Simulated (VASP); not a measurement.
# Mg (P6_3/mmc) in VASP: further runs, part 2 of 2

VASP 6.6.1.

## Step 3: Single point, PBEsol (strain +0.080 along x and y, +0.040 along z)

The input, INCAR:

```
SYSTEM = Mg
ALGO = Fast ; EDIFF = 1E-7
ENCUT = 520 ; GGA = PS
ISIF = 2 ; ISMEAR = 0
LASPH = .TRUE. ; LCHARG = .TRUE.
LELF = .TRUE. ; LREAL = .FALSE.
LVHAR = .TRUE. ; LWAVE = .FALSE.
NBANDS = 9 ; NELM = 100
PREC = Accurate ; SIGMA = 0.15
```

The input, KPOINTS:

```
k-points
0
G
  18 18 10
  0 0 0
```

The input, POSCAR:

```
Mg
1.0
    3.4660132551      0.0000000000      0.0000000000
   -1.7330066275      3.0016555288      0.0000000000
    0.0000000000      0.0000000000      5.4187432000
Mg
2
Direct
    0.3333333333      0.6666666667      0.2500000000
    0.6666666667      0.3333333333      0.7500000000
```

Potentials or basis: VASP PAW PBE potentials, release 64 (Mg).

Started as:

```console
> cat potpaw_PBE.64/Mg/POTCAR > POTCAR
> mpirun -np 1 vasp_std > vasp.out
```

Wall time 2.2 min (1 thread of Intel Xeon 8259CL, shared host); peak memory 0.25 GiB.

Results (log left out):

| Property | Result |
| --- | --- |
| Free energy | -3.2178 eV |
| Pressure | -5.3 GPa |
| Band gap on the k mesh | zero (bands 2 and 3 overlap by 2.03 eV) |

Stress tensor (GPa, compression positive):
```
-5.54  0.00  0.00
 0.00 -5.54  0.00
 0.00  0.00 -4.96
```

Levels at points of the mesh, in eV from the Fermi level:
```csv
k point,band 1,band 2,band 3,band 4,band 5,band 6
"(0.00, 0.00, 0.00)",-6.10,-1.20,-0.94,9.07,9.07,9.42
"(0.50, 0.00, 0.00)",-2.10,-1.90,2.41,2.97,2.98,3.28
"(0.00, 0.00, 0.50)",-4.83,-4.83,4.95,4.95,10.10,10.10
"(0.50, 0.00, 0.50)",-0.95,-0.95,-0.55,-0.55,6.69,6.69
```

Caveat: the cell differs from its parent crystal (strain +0.080 along x and y, +0.040 along z); the cell stands under tension; the PAW data sets were made with another functional, which shifts forces and pressure a little.

## Step 4: Single point, PBEsol (strain +0.080 along x and y, +0.080 along z)

The input, INCAR:

```
PREC = Accurate
ENCUT = 520
EDIFF = 1E-6
ISMEAR = 0
SIGMA = 0.15
LREAL = F
LASPH = T
NELM = 60
ALGO = Normal
ISIF = 2
LWAVE = F
LCHARG = T
GGA = PS
LELF = T
LVHAR = T
NBANDS = 9
```

The input, KPOINTS:

```
regular mesh
0
Gamma
  18 18 10
```

POSCAR, as its differences from that of step 3:

```diff
@@ -4,3 +4,3 @@
    -1.7330066275      3.0016555288      0.0000000000
-    0.0000000000      0.0000000000      5.4187432000
+    0.0000000000      0.0000000000      5.6271564000
 Mg
```

Potentials or basis: VASP PAW PBE potentials, release 64 (Mg).

Started as:

```console
> cat potpaw_PBE.64/Mg/POTCAR > POTCAR
> mpirun -np 1 vasp_std > vasp.out
```

OUTCAR:

```text
PREC = Accurate
   ENCUT = 520
   EDIFF = 1E-6
   ISMEAR = 0
   LREAL = F
   LASPH = T
   NELM = 60
   ISIF = 2
   GGA = PS

 ion  position               nearest neighbor table
   1  0.333  0.667  0.250-   2 3.45   2 3.45   2 3.45   2 3.45   2 3.45   2 3.45
   2  0.667  0.333  0.750-   1 3.45   1 3.45   1 3.45   1 3.45   1 3.45   1 3.45

  LATTYP: Found a hexagonal cell.
 ALAT       =     3.4660132551
 C/A-ratio  =     1.6235242008

  Lattice vectors:

 A1 = (   3.4660132551,   0.0000000000,   0.0000000000)
 A2 = (  -1.7330066275,   3.0016555288,   0.0000000000)
 A3 = (   0.0000000000,   0.0000000000,   5.6271564000)

Analysis of symmetry for initial positions (statically):
=====================================================================
 Subroutine PRICEL returns:
 Original cell was already a primitive cell.

 Routine SETGRP: Setting up the symmetry group for a
 hexagonal supercell.

 Subroutine GETGRP returns: Found 24 space group operations
 (whereof 12 operations were pure point group operations)
 out of a pool of 24 trial point group operations.

The static configuration has the point symmetry D_3d.
 The point group associated with its full space group is D_6h.

Analysis of symmetry for dynamics (positions and initial velocities):
=====================================================================
 Subroutine PRICEL returns:
 Original cell was already a primitive cell.

 Routine SETGRP: Setting up the symmetry group for a
 hexagonal supercell.

 Subroutine GETGRP returns: Found 24 space group operations
 (whereof 12 operations were pure point group operations)
 out of a pool of 24 trial point group operations.

The dynamic configuration has the point symmetry D_3d.
 The point group associated with its full space group is D_6h.

 Subroutine INISYM returns: Found 24 space group operations
 (whereof 12 operations are pure point group operations),
[... 119 lines left out ...]
  Thomas-Fermi vector in A             =   1.744434
   LORBIT       =      0    0 simple, 1 ext, 2 COOP (PROOUT), +10 PAW based schemes
   GGA     = PS    functional components
   LHFCALC =     F    Hartree Fock is set to
   AEXX    =    0.0000 exact exchange contribution
   IVDW    =     0    specifies the selected vdW correction
   LEPSILON=     F    determine dielectric tensor
   LRPA    =     F    only Hartree local field effects (RPA)
 non-spin polarized calculation
 Gauss-broadening in eV      SIGMA  =   0.15
  energy-cutoff  :      520.00
  volume of cell :       58.54
 maximum number of plane-waves:      1599
 NGX is ok and might be reduce to    28
   NGX = 13   NGY = 13   NGZ = 21

 number of electron       4.0000000 magnetization

 Free energy of the ion-electron system (eV)
  ---------------------------------------------------
  ext. energy  EPLUGINS =         0.00000000
  ---------------------------------------------------
  free energy    TOTEN  =        -3.14460529 eV

  energy without entropy =       -3.13245738  energy(sigma->0) =       -3.13853134

 E-fermi :   1.4527     XC(G=0):  -7.8059

 val. band max:        1.4509042149   @ k =   0.2778   0.0000   0.0000
 cond. band min:       1.4527723278   @ k =   0.1667   0.1667   0.0000
 fundamental gap:      0.0018681129
 Fermi energy:         1.4527351707

 k-point     1 :       0.0000    0.0000    0.0000
  band No.  band energies     occupation
      1      -4.4973      2.00000
      2       0.1543      2.00000
      3       0.1959      2.00000
      4      10.7080      0.00000
      5      10.7080      0.00000
      6      11.0299      0.00000
      7      11.0299      0.00000
      8      11.9497      0.00000
      9      12.7860      0.00000
[... 265 lines left out ...]
 k-point    24 :       0.3889    0.1111    0.0000
  band No.  band energies     occupation
      1      -1.0914      2.00000
      2       0.7035      2.00000
      3       3.3516      0.00000
      4       3.5653      0.00000
      5       4.9307      0.00000
      6       5.1766      0.00000
      7       5.6935      0.00000
      8       9.5646      0.00000
      9       9.6656      0.00000

 [... further k-points ...]

------------------------ aborting loop because EDIFF is reached ----------------------------------------

  FORCE on cell =-STRESS in cart. coord.  units (eV):
  Direction    XX          YY          ZZ          XY          YZ          ZX
  --------------------------------------------------------------------------------------
  -------------------------------------------------------------------------------------
  Total       -2.1090010     -2.1090010     -2.1216607     -0.0000000      0.0000000      0.0000000
  in kB      -57.7174729    -57.7174729    -58.0639339     -0.0000000      0.0000000      0.0000000
  external PRESSURE =     -57.8329599 kB  Pullay stress =       0.0000000 kB

 VOLUME and BASIS-vectors are now :
 -----------------------------------------------------------------------------
  energy-cutoff  :      520.00
  volume of cell :       58.54
      direct lattice vectors                 reciprocal lattice vectors
     3.466013255  0.000000000  0.000000000     0.288515919  0.166574744  0.000000000
    -1.733006628  3.001655529  0.000000000     0.000000000  0.333149487  0.000000000
     0.000000000  0.000000000  5.627156400     0.000000000  0.000000000  0.177709651

 POSITION                                       TOTAL-FORCE (eV/Angst)
 -----------------------------------------------------------------------------------
     -0.00000      2.00110      1.40679        -0.000000      0.000000      0.000000
      1.73301      1.00055      4.22037         0.000000     -0.000000      0.000000
 -----------------------------------------------------------------------------------
    total drift:                               -0.000000      0.000000     -0.000000

  FREE ENERGIE OF THE ION-ELECTRON SYSTEM (eV)
  ---------------------------------------------------
  free  energy   TOTEN  =        -3.1446052934 eV

  energy  without entropy=       -3.1324573841  energy(sigma->0) =       -3.13853134
```

OSZICAR:

```text
N       E                     dE             d eps       ncg     rms          rms(c)
DAV:   1    -0.667443755298E+00   -0.66744E+00   -0.11625E+03  3996   0.299E+02
DAV:   2    -0.312953428172E+01   -0.24621E+01   -0.23925E+01  5326   0.252E+01
DAV:   3    -0.316821791136E+01   -0.38684E-01   -0.38292E-01  5160   0.261E+00
DAV:   4    -0.316834395591E+01   -0.12604E-03   -0.12602E-03  5173   0.152E-01
DAV:   5    -0.316834450614E+01   -0.55023E-06   -0.55021E-06  4873   0.958E-03    0.101E+00
DAV:   6    -0.315641404934E+01    0.11930E-01   -0.14598E-03  4625   0.228E-01    0.647E-01
DAV:   7    -0.314461066148E+01    0.11803E-01   -0.62936E-03  4305   0.429E-01    0.379E-02
DAV:   8    -0.314460820225E+01    0.24592E-05   -0.44624E-05  5331   0.410E-02    0.771E-03
DAV:   9    -0.314460562996E+01    0.25723E-05   -0.17275E-06  4620   0.482E-03    0.647E-04
DAV:  10    -0.314460529343E+01    0.33653E-06   -0.13429E-08  2540   0.661E-04
   1 F= -.31446053E+01 E0= -.31385313E+01  d E =-.121479E-01
```

Wall time 1.8 min (1 thread of Intel Xeon 8259CL, shared host); peak memory 0.25 GiB.

What came out:

```yaml
Free_energy: -3.1446 eV
Pressure: -5.8 GPa
Band_gap_on_the_k_mesh: zero (bands 2 and 3 overlap by 2.26 eV)
```

Levels at points of the mesh, in eV from the Fermi level:
| k point | band 1 | band 2 | band 3 | band 4 | band 5 | band 6 | band 7 |
| --- | --- | --- | --- | --- | --- | --- | --- |
| (0.00, 0.00, 0.00) | -5.95 | -1.30 | -1.26 | 9.26 | 9.26 | 9.58 | 9.58 |
| (0.50, 0.00, 0.00) | -1.93 | -1.75 | 2.34 | 2.65 | 2.90 | 2.99 | 5.73 |
| (0.00, 0.00, 0.50) | -4.77 | -4.77 | 4.34 | 4.34 | 10.22 | 10.22 | 10.22 |
| (0.50, 0.00, 0.50) | -0.86 | -0.86 | -0.50 | -0.50 | 6.78 | 6.78 | 7.24 |

Caveat: the cell differs from its parent crystal (strain +0.080 along x and y, +0.080 along z); the cell stands under tension; the PAW data sets were made with another functional, which shifts forces and pressure a little.

## Step 5: Overview

| cell | gap on the mesh (eV) | pressure (GPa) |
| --- | --- | --- |
| a = 3.338, b = 3.338, c = 5.627 Å, angles 90.0, 90.0, 120.0°, 2 atoms | none | -4.8 |
| a = 3.466, b = 3.466, c = 5.419 Å, angles 90.0, 90.0, 120.0°, 2 atoms | none | -5.3 |
| a = 3.466, b = 3.466, c = 5.627 Å, angles 90.0, 90.0, 120.0°, 2 atoms | none | -5.8 |

Alike in all rows: task single point; level PBEsol; potentials or basis VASP PAW PBE potentials, release 64 (Mg); no spin polarisation; k mesh 18 × 18 × 10; cutoff (eV) 520; smearing gaussian 0.15 eV.

Caveats: the cell stands under tension; the PAW data sets were made with another functional, which shifts forces and pressure a little.

Absolute energies hang on the potentials; compare differences alone.
